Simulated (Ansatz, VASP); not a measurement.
# Os: VASP beside Ansatz

```
Os
1.0
     4.29204    0.00000    0.00000
    -2.14602    3.71702    0.00000
     0.00000    0.00000    2.63102
Os
3
Direct
  0.00000 0.00000 0.00000
  0.33333 0.66667 0.50000
  0.66667 0.33333 0.50000
```

Alike in both runs: task relaxation of cell and atoms; functional RPBE; k mesh 9 × 9 × 12; occupations fermi-dirac, width 0.1 eV; no spin polarisation.

|  | VASP | Ansatz |
| --- | --- | --- |
| version | VASP 6.6.1 | Ansatz 0.2.0 |
| potentials or method | VASP PAW PBE potentials, release 64 (Os), cutoff 600 eV | plane waves (420 eV) with PAW, scalar-relativistic |
| valence electrons in the cell | 24 | 48 |

VASP gave:

```
relaxed volume (Å³/atom)                                                      : 14.83
relaxed length of the cell vector where the two differ most in proportion (Å) : 4.336
```

Problem. Estimate Ansatz's values.

Solution. Relaxed volume (Å³/atom): 14.84; relaxed length of the cell vector where the two differ most in proportion (Å): 4.338.

VASP's potentials were made for PBE, not for RPBE. VASP's potentials hold 24 valence electrons a cell and Ansatz's 48, so a difference there can come from the potentials and not from the codes.

Spin-orbit coupling is off throughout.
